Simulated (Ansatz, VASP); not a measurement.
## Sr: VASP beside Ansatz

Contents of INCAR:

```
ALGO = Normal
EDIFF = 1E-8
ENCUT = 520
GGA = PE
ISIF = 2
ISMEAR = -1
LASPH = T
LCHARG = F
LEFG = T
LREAL = F
LWAVE = F
NBANDS = 17
NELM = 100
PREC = Accurate
SIGMA = 0.08
```

File KPOINTS:

```
k-points
0
Gamma
  10 10 5
```

POSCAR

```
Sr
1.0
    4.3667172541      0.0000000000      0.0000000000
   -2.1833586271      3.7816880731      0.0000000000
    0.0000000000      0.0000000000      7.1427737969
Sr
2
Direct
    0.3333333333      0.6666666667      0.2500000000
    0.6666666667      0.3333333333      0.7500000000
```

Input for Ansatz:

```yaml
crystal:
  lattice:
    - [4.3667172541, 0.0, 0.0]
    - [-2.1833586271, 3.7816880731, 0.0]
    - [0.0, 0.0, 7.1427737969]
  atoms:
    - { symbol: Sr, position: [0.3333333333, 0.6666666667, 0.25] }
    - { symbol: Sr, position: [0.6666666667, 0.3333333333, 0.75] }
kpoints:
  mp_grid: { grid: [10, 10, 5] }
scf:
  occupations: { method: fermi_dirac, width: 0.08 }
hamiltonian:
  xc: pbe
  pseudopotentials: { kind: all_electron, datasets: crystal }
output:
  forces: true
  stress: true
  eigenvalues: true
  efg: { contact_densities: true }
```

Change from the starting cell: volume scaled by 1.04, crystal datasets.

Alike in both runs: task electric field gradients; functional PBE; k mesh 10 × 10 × 5; occupations fermi-dirac, width 0.08 eV; no spin polarisation.

|  | VASP | Ansatz |
| --- | --- | --- |
| version | VASP 6.6.1 | Ansatz 0.2.0 |
| potentials or method | VASP PAW PBE potentials, release 64 (Sr_sv), cutoff 520 eV | all-electron PAW with datasets made for the crystal, scalar-relativistic |

|  | VASP | Ansatz | Ansatz less VASP |
| --- | --- | --- | --- |
| pressure (GPa) | -0.7 | -0.7 | 0.00 |
| traceless stress, the component that is largest in VASP (GPa) | 0.07 | 0.08 | +0.001 |
| size of Vzz on the site where it differs most (V/Å²) | 4.6 | 4.8 | +0.12 |

Ansatz ran all-electron here, and VASP with PAW potentials.
